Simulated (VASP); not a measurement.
# Al2TlAs3 (Cmmm) in VASP: single point with r2SCAN+rVV10

Aim: the single point of Al2TlAs3 with r2SCAN+rVV10.

Everything below comes from runs of VASP 6.6.1. Logs are shortened: lines on timing, memory, paths and dates and some standing lists are left out, and cuts for length are marked.

**1. The cell of the first run**

The structure is orthorhombic, space group Cmmm (No. 65). The conventional cell has a = 5.434 Å, b = 12.148 Å, c = 4.113 Å, α = 90.00°, β = 90.00°, γ = 90.00°. Al (site symmetry m2m) has 5 As at 2.46 to 2.73 Å within 3.2 Å. Tl (site symmetry mmm) has 6 As at 2.72 to 2.83 Å within 3.6 Å. As (site symmetry m2m) has 3 Al at 2.46 to 2.73 Å and 2 Tl at 2.83 Å within 3.2 Å. Within 3.5 Å of As (site symmetry mmm) lie 4 Al at 2.65 Å and 2 Tl at 2.72 Å.

**2. Single point, r2SCAN+rVV10**

Input file POSCAR:

```
Al2TlAs3
1.0
    2.7171448542     -6.0739830980      0.0000000000
    2.7171448542      6.0739830980      0.0000000000
    0.0000000000      0.0000000000      4.1125111415
Al Tl As
2 1 3
Direct
    0.6372341736      0.3627658264      0.5000000000
    0.3627658264      0.6372341736      0.5000000000
    0.0000000000      0.0000000000      0.0000000000
    0.1606531336      0.8393468664      0.5000000000
    0.8393468664      0.1606531336      0.5000000000
    0.5000000000      0.5000000000      0.0000000000
```

Input file INCAR.step1:

```
SYSTEM = Al2TlAs3
ALGO = Normal ; EDIFF = 1E-5
ENCUT = 550 ; GGA = PE
GGA_COMPAT = .FALSE. ; ISMEAR = -1
LASPH = .TRUE. ; LCHARG = .FALSE.
LREAL = .FALSE. ; LWAVE = .TRUE.
NBANDS = 26 ; NELM = 120
PREC = Accurate ; SIGMA = 0.03
```

Input file INCAR.step2:

```
SYSTEM = Al2TlAs3
ALGO = Normal ; BPARAM = 11.95
CPARAM = 0.0093 ; EDIFF = 1E-6
ENCUT = 550 ; GGA_COMPAT = .FALSE.
ISIF = 2 ; ISMEAR = -1
ISTART = 1 ; IVDW_NL = 2
LASPH = .TRUE. ; LCHARG = .FALSE.
LMIXTAU = .TRUE. ; LREAL = .FALSE.
LUSE_VDW = .TRUE. ; LWAVE = .FALSE.
METAGGA = R2SCAN ; NBANDS = 26
NELM = 120 ; PREC = Accurate
SIGMA = 0.03
```

Input file KPOINTS:

```
k-points
0
G
  6 6 8
  0 0 0
```

Potentials or basis: VASP PAW PBE potentials, release 64 (Al, Tl_d, As).

Command:

```console
$ cat potpaw_PBE.64/Al/POTCAR potpaw_PBE.64/Tl_d/POTCAR potpaw_PBE.64/As/POTCAR > POTCAR
$ cp INCAR.step1 INCAR
$ mpirun -np 1 vasp_std > vasp.out
$ cp INCAR.step2 INCAR
$ mpirun -np 1 vasp_std > vasp.out
```

OUTCAR:

```text
SYSTEM = Al2TlAs3
   BPARAM = 11.95
   EDIFF = 1E-6
   ENCUT = 550
   ISIF = 2
   ISMEAR = -1
   ISTART = 1
   IVDW_NL = 2
   LASPH = .TRUE.
   LREAL = .FALSE.
   METAGGA = R2SCAN
   NELM = 120
   PREC = Accurate

 ion  position               nearest neighbor table
   1  0.637  0.363  0.500-   5 2.46   6 2.65   6 2.65   4 2.73   4 2.73   2 3.33
   2  0.363  0.637  0.500-   4 2.46   6 2.65   6 2.65   5 2.73   5 2.73   1 3.33
   3  0.000  0.000  0.000-   6 2.72   6 2.72   4 2.83   4 2.83   5 2.83   5 2.83
   4  0.161  0.839  0.500-   2 2.46   1 2.73   1 2.73   3 2.83   3 2.83
   5  0.839  0.161  0.500-   1 2.46   2 2.73   2 2.73   3 2.83   3 2.83
   6  0.500  0.500  0.000-   1 2.65   2 2.65   1 2.65   2 2.65   3 2.72   3 2.72

  LATTYP: Found a base centered orthorhombic cell.
 ALAT       =     5.4342897084
 B/A-ratio  =     2.2354285192
 C/A-ratio  =     0.7567706843

  Lattice vectors:

 A1 = (   2.7171448542,  -6.0739830980,   0.0000000000)
 A2 = (   2.7171448542,   6.0739830980,   0.0000000000)
 A3 = (   0.0000000000,   0.0000000000,   4.1125111415)

Analysis of symmetry for initial positions (statically):
=====================================================================
 Subroutine PRICEL returns:
 Original cell was already a primitive cell.

 Routine SETGRP: Setting up the symmetry group for a
 base centered orthorhombic supercell.

 Subroutine GETGRP returns: Found  8 space group operations
 (whereof  8 operations were pure point group operations)
 out of a pool of  8 trial point group operations.

The static configuration has the point symmetry D_2h.

Analysis of symmetry for dynamics (positions and initial velocities):
=====================================================================
 Subroutine PRICEL returns:
 Original cell was already a primitive cell.

 Routine SETGRP: Setting up the symmetry group for a
 base centered orthorhombic supercell.

 Subroutine GETGRP returns: Found  8 space group operations
 (whereof  8 operations were pure point group operations)
 out of a pool of  8 trial point group operations.

The dynamic configuration has the point symmetry D_2h.

 Subroutine INISYM returns: Found  8 space group operations
 (whereof  8 operations are pure point group operations),
 and found     1 'primitive' translations

----------------------------------------------------------------------------------------

                                     Primitive cell

  volume of cell :     135.7449

[... 95 lines left out ...]
   NELM   =    120;   NELMIN=  2; NELMDL=  0     # of ELM steps
   EDIFF  = 0.1E-05   stopping-criterion for ELM
   LREAL  =      F    real-space projection
   EDIFFG = 0.1E-04   stopping-criterion for IOM
   NSW    =      0    number of steps for IOM
   IBRION =     -1    ionic relax: 0-MD 1-quasi-New 2-CG
   NFREE  =      0    steps in history (QN), initial steepest desc. (CG)
   ISIF   =      2    stress and relaxation
   ISYM   =      2    0-nonsym 1-usesym 2-fastsym
   POTIM  = 0.5000    time-step for ionic-motion
   TEBEG  =    0.0;   TEEND  =   0.0 temperature during run
   PSTRESS=    0.0 pullay stress
   NELECT =      34.0000    total number of electrons
   NUPDOWN=      -1.0000    fix difference up-down
   EMIN   =  10.00;   EMAX   =-10.00  energy-range for DOS
   EFERMI =   0.00;   METHOD = LEGACY
   ISMEAR =    -1;   SIGMA  =   0.03  broadening in eV -4-tet -1-fermi 0-gaus
   EFERMI_NEDOS =   21; number of points for ismear=-14 and -15
   IALGO  =     38    algorithm
   IMIX   =      4    mixing-type and parameters
     AMIX     =   0.40;   BMIX     =  1.00
     AMIX_MAG =   1.60;   BMIX_MAG =  1.00
  volume/ion in A,a.u.               =      22.62       152.68
  Fermi-wavevector in a.u.,A,eV,Ry     =   1.031953  1.950109 14.489216  1.064927
  Thomas-Fermi vector in A             =   2.166127
   LORBIT       =      0    0 simple, 1 ext, 2 COOP (PROOUT), +10 PAW based schemes
   METAGGA = R2SCAN    functional components
   LHFCALC =     F    Hartree Fock is set to
   AEXX    =    0.0000 exact exchange contribution
   IVDW_NL    =     2    kernel type
   BPARAM     =11.9500
   IVDW    =     0    specifies the selected vdW correction
   LEPSILON=     F    determine dielectric tensor
   LRPA    =     F    only Hartree local field effects (RPA)
 non-spin polarized calculation
  energy-cutoff  :      550.00
  volume of cell :      135.74
 maximum number of plane-waves:      4016
 NGX is ok and might be reduce to    54
   NGX = 25   NGY = 25   NGZ = 15

 number of electron      33.9999999 magnetization

 Free energy of the ion-electron system (eV)
  ---------------------------------------------------
  ext. energy  EPLUGINS =         0.00000000
  ---------------------------------------------------
  free energy    TOTEN  =      -109.67418856 eV

  energy without entropy =     -109.66858200  energy(sigma->0) =     -109.67138528

 E-fermi :   5.0106     XC(G=0): -10.1649

 val. band max:        5.0006379571   @ k =   0.3333   0.3333   0.0000
 cond. band min:       5.0122134307   @ k =   0.0000   0.0000   0.1250
 fundamental gap:      0.0115754736
 Fermi energy:         5.0105689801

 k-point     1 :       0.0000    0.0000    0.0000
  band No.  band energies     occupation
      1      -8.4236      2.00000
      2      -7.6759      2.00000
      3      -6.9131      2.00000
      4      -6.8034      2.00000
      5      -6.7945      2.00000
      6      -6.7853      2.00000
[... 685 lines left out ...]
     25      11.1167      0.00000
     26      11.4633      0.00000

 [... further k-points ...]
[... 5 lines left out ...]
  --------------------------------------------------------------------------------------
  -------------------------------------------------------------------------------------
  Total        0.0463759      0.0017683      0.2552236     -0.0000000      0.0000000      0.0000000
  in kB        0.5473681      0.0208711      3.0123674     -0.0000000      0.0000000      0.0000000
  external PRESSURE =       1.1935355 kB  Pullay stress =       0.0000000 kB

 VOLUME and BASIS-vectors are now :
 -----------------------------------------------------------------------------
  energy-cutoff  :      550.00
  volume of cell :      135.74
      direct lattice vectors                 reciprocal lattice vectors
     2.717144854 -6.073983098  0.000000000     0.184016689 -0.082318306  0.000000000
     2.717144854  6.073983098  0.000000000     0.184016689  0.082318306  0.000000000
     0.000000000  0.000000000  4.112511141     0.000000000  0.000000000  0.243160435

 POSITION                                       TOTAL-FORCE (eV/Angst)
 -----------------------------------------------------------------------------------
      2.71714     -1.66712      2.05626         0.000000     -0.044129      0.000000
      2.71714      1.66712      2.05626         0.000000      0.044129     -0.000000
      0.00000      0.00000      0.00000         0.000000     -0.000000     -0.000000
      2.71714      4.12237      2.05626         0.000000     -0.044191      0.000000
      2.71714     -4.12237      2.05626         0.000000      0.044191     -0.000000
      2.71714      0.00000      0.00000         0.000000      0.000000     -0.000000
 -----------------------------------------------------------------------------------
    total drift:                                0.000000      0.000000      0.000000

  FREE ENERGIE OF THE ION-ELECTRON SYSTEM (eV)
  ---------------------------------------------------
  free  energy   TOTEN  =      -109.6741885571 eV

  energy  without entropy=     -109.6685820019  energy(sigma->0) =     -109.67138528
```

OUTCAR.step1:

```text
SYSTEM = Al2TlAs3
   EDIFF = 1E-5
   ENCUT = 550
   GGA = PE
   ISMEAR = -1
   LASPH = .TRUE.
   LREAL = .FALSE.
   NELM = 120
[... 932 lines left out ...]
      2.71714      4.12237      2.05626        -0.000000     -0.040075     -0.000000
      2.71714     -4.12237      2.05626        -0.000000      0.040075      0.000000
      2.71714      0.00000      0.00000         0.000000     -0.000000      0.000000
 -----------------------------------------------------------------------------------
    total drift:                                0.000000      0.000000      0.000000

  FREE ENERGIE OF THE ION-ELECTRON SYSTEM (eV)
  ---------------------------------------------------
  free  energy   TOTEN  =       -23.1524414340 eV

  energy  without entropy=      -23.1447162099  energy(sigma->0) =      -23.14857882
```

OSZICAR.step1:

```text
N       E                     dE             d eps       ncg     rms          rms(c)
DAV:   1     0.137075804644E+03    0.13708E+03   -0.14735E+04  3388   0.115E+03
DAV:   2    -0.161488700859E+02   -0.15322E+03   -0.14690E+03  4080   0.211E+02
DAV:   3    -0.236006720794E+02   -0.74518E+01   -0.73359E+01  4176   0.411E+01
DAV:   4    -0.236961743813E+02   -0.95502E-01   -0.95352E-01  4108   0.511E+00
DAV:   5    -0.236980091155E+02   -0.18347E-02   -0.18345E-02  4558   0.751E-01    0.830E+00
DAV:   6    -0.231976453968E+02    0.50036E+00   -0.81492E-01  3764   0.682E+00    0.570E+00
DAV:   7    -0.231550309902E+02    0.42614E-01   -0.43386E-01  4044   0.349E+00    0.205E+00
DAV:   8    -0.231519964472E+02    0.30345E-02   -0.35068E-02  3664   0.132E+00    0.284E-01
DAV:   9    -0.231522116694E+02   -0.21522E-03   -0.32339E-03  4036   0.272E-01    0.913E-02
DAV:  10    -0.231523506473E+02   -0.13898E-03   -0.30672E-04  3876   0.986E-02    0.379E-02
DAV:  11    -0.231524318086E+02   -0.81161E-04   -0.75880E-05  3734   0.404E-02    0.141E-02
DAV:  12    -0.231524414340E+02   -0.96254E-05   -0.10610E-05  3188   0.162E-02
   1 F= -.23152441E+02 E0= -.23148579E+02  d E =-.772522E-02
```

It took 16 min on 1 thread of Intel Xeon Platinum 8488C (Sapphire Rapids), shared host; peak memory 0.81 GiB.

What came out:

```yaml
Free_energy: -109.6742 eV
Pressure: 0.1 GPa
Largest_force: 0.044 eV/Å
Band_gap_on_the_k_mesh: zero (bands 17 and 18 overlap by 1.71 eV)
```

Forces on the atoms (eV/Å):
```
Al   0.000 -0.044  0.000
Al   0.000  0.044  0.000
Tl   0.000  0.000  0.000
As   0.000 -0.044  0.000
As   0.000  0.044  0.000
As   0.000  0.000  0.000
```

Stress tensor (GPa, compression positive):
```
0.05 0.00 0.00
0.00 0.00 0.00
0.00 0.00 0.30
```

Caveat: the PAW data sets were made with another functional, which shifts forces and pressure a little; spin-orbit coupling is left out, which moves the levels of the heavy elements.
